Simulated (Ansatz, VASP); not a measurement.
**CuO: VASP beside Ansatz**

```
CELL_PARAMETERS angstrom
1.96406 -2.12444 0.00000
1.96406 2.12444 0.00000
0.00000 0.00000 5.08624
ATOMIC_POSITIONS crystal
Cu 0.50000 0.00000 0.00000
Cu 0.00000 0.50000 0.50000
O 0.50000 0.50000 0.25000
O 0.50000 0.50000 0.75000
```

Alike in both runs: task single point; functional LDA; k mesh 9 × 9 × 5; occupations fermi-dirac, width 0.05 eV; no spin polarisation.

|  | VASP | Ansatz |
| --- | --- | --- |
| version | VASP 6.6.1 | Ansatz 0.2.0 |
| potentials or method | VASP PAW LDA potentials, release 64 (Cu_sv_GW, O) | Ansatz PAW |
| plane-wave cutoff (eV) | 820 | 420 |
| valence electrons in the cell | 50 | 50 |

|  | VASP | Ansatz | Ansatz less VASP |
| --- | --- | --- | --- |
| gap on the k mesh at the Fermi level (eV) | none | none | - |
| pressure (GPa) | -6.3 | -6.1 | +0.19 |
| traceless stress, the component that is largest in VASP (GPa) | 1.29 | 1.47 | +0.177 |

LDA's correlation is that of Perdew and Zunger in VASP and of Perdew and Wang (1992) in Ansatz. A gap of «none» marks a metal or a gap that the smearing closes.
